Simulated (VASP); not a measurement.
SiHg4Se4, 9 atoms in the cell. Symmetry: P-6m2, No. 187, hexagonal system. The conventional cell has a = 7.178 Å, b = 7.178 Å, c = 10.195 Å, α = 90.00°, β = 90.00°, γ = 120.00°. Within 4.8 Å of Si (site symmetry -6m2) lie 6 Hg at 3.62 Å and 3 Se at 4.14 Å. Hg (site symmetry mm2) has 1 Se at 2.55 Å and 2 Hg at 2.76 Å within 3.4 Å. Hg (site symmetry -6m2) has 2 Se at 2.51 Å within 3.3 Å. Se (site symmetry -6m2) has 3 Hg at 2.55 Å and 2 Se at 2.59 Å within 3.4 Å. Within 3.3 Å of Se (site symmetry 3m) lie 1 Hg at 2.51 Å and 1 Se at 2.59 Å. Within 5.4 Å of Se (site symmetry -6m2) lie 3 Hg at 4.14 Å and 6 Se at 4.84 Å and 2 Si at 5.10 Å. 

- Program: VASP 6.6.1
- Task: single point
- Functional: PBE
- Potentials or basis: VASP PAW PBE potentials, release 64 (Si, Hg, Se)
- Cutoff: 520 eV
- k mesh: 6 × 6 × 4
- Occupations: gaussian, width 0.1 eV
- Spin: no spin polarisation
- Dipole correction: no
- Further INCAR settings: ALGO = Normal; EDIFF = 1e-06; NBANDS = 48

Potentials or basis: VASP PAW PBE potentials, release 64 (Si, Hg, Se).

Run with:

```bash
$ cat potpaw_PBE.64/Si/POTCAR potpaw_PBE.64/Hg/POTCAR potpaw_PBE.64/Se/POTCAR > POTCAR
$ mpirun -np 1 vasp_std > vasp.out
```

Hardware: 1 thread of AMD EPYC 7R13 (shared host).

**Question.** Estimate the wall time of this run.

**Answer.** It took 25 min on 1 thread of AMD EPYC 7R13, on a shared host, peak memory 0.74 GiB. Counts: scf iterations 21, k points 21.
